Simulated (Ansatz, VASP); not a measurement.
**One calculation of YMn2, two programs**

```
Mn Y
1.0
     0.00000    3.87626    3.87626
     3.87626    0.00000    3.87626
     3.87626    3.87626    0.00000
Mn Y
4 2
Direct
  0.62500 0.62500 0.62500
  0.12500 0.62500 0.62500
  0.62500 0.62500 0.12500
  0.62500 0.12500 0.62500
  0.00000 0.00000 0.00000
  0.25000 0.25000 0.25000
```

Alike in both runs: task relaxation of cell and atoms; functional PBE; k mesh 4 × 4 × 4; no spin polarisation.

|  | VASP | Ansatz |
| --- | --- | --- |
| version | VASP 6.6.1 | Ansatz 0.2.0 |
| potentials or method | VASP PAW PBE potentials, release 64 (Mn_pv, Y_sv), cutoff 600 eV | PAW plane waves |
| occupations | fermi-dirac, width 0.1 eV | fermi-dirac |
| valence electrons in the cell | 74 | 82 |

VASP gave:

| Item | Value |
| --- | --- |
| gap on the k mesh at the Fermi level, each at its own relaxed structure (eV) | none |
| relaxed volume (Å³/atom) | 15.71 |
| relaxed cell length with the largest relative difference (Å) | 5.108 |

Q: Estimate Ansatz's values.

A: gap on the k mesh at the Fermi level, each at its own relaxed structure (eV): none; relaxed volume (Å³/atom): 15.72; relaxed cell length with the largest relative difference (Å): 5.110.

A gap of «none» marks a metal or a gap that the smearing closes. VASP's potentials hold 74 valence electrons a cell and Ansatz's 82, so a difference there can come from the potentials and not from the codes.

Noted on VASP's run: the volume moved by over 15 % at a fixed basis, so the end points are rough.
